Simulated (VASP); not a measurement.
PbF2: single point with PBEsol

PbF2:

```
CELL_PARAMETERS angstrom
2.87528 2.87528 0.00000
-2.87528 2.87528 0.00000
0.00000 2.87528 2.87528
ATOMIC_POSITIONS crystal
Pb 0.00000 0.00000 0.00000
F 0.25000 0.75000 0.50000
F 0.75000 0.25000 0.50000
```

* Program: VASP 6.6.1
* Task: single point
* Functional: PBEsol
* Potentials or basis: VASP PAW PBE potentials, release 64 (Pb_d, F)
* Cutoff: 520 eV
* k mesh: 8 × 8 × 8
* Occupations: gaussian, width 0.01 eV
* Spin: no spin polarisation
* Dipole correction: no
* Further INCAR settings: ALGO = Normal; EDIFF = 1e-06; NBANDS = 21

```
Pressure               : 6.8 GPa
Band gap on the k mesh : 4.26 eV (least direct gap 4.43 eV)
```

Levels at points of the mesh, in eV from the valence-band top:
| k point | band 10 | band 11 | band 12 | band 13 | band 14 | band 15 | band 16 | band 17 | band 18 | band 19 |
| --- | --- | --- | --- | --- | --- | --- | --- | --- | --- | --- |
| (0.00, 0.00, 0.00) | -3.11 | -3.11 | -2.60 | -2.60 | -2.60 | 6.71 | 6.71 | 6.71 | 10.68 | 15.13 |
| (0.50, 0.00, 0.00) | -3.41 | -3.41 | -2.75 | -2.75 | -0.08 | 4.87 | 7.84 | 7.84 | 13.17 | 13.73 |
| (0.50, 0.50, 0.00) | -4.42 | -2.12 | -2.09 | -2.09 | -0.17 | 4.26 | 8.13 | 8.13 | 8.55 | 14.40 |

It took 47 s on 1 thread of Intel Xeon 8259CL, on a shared host, peak memory 0.18 GiB.

Caveat: the cell stands under pressure; the PAW data sets were made with another functional, which shifts forces and pressure a little; spin-orbit coupling is left out, which moves the levels of the heavy elements. A k mesh can miss the band edges.
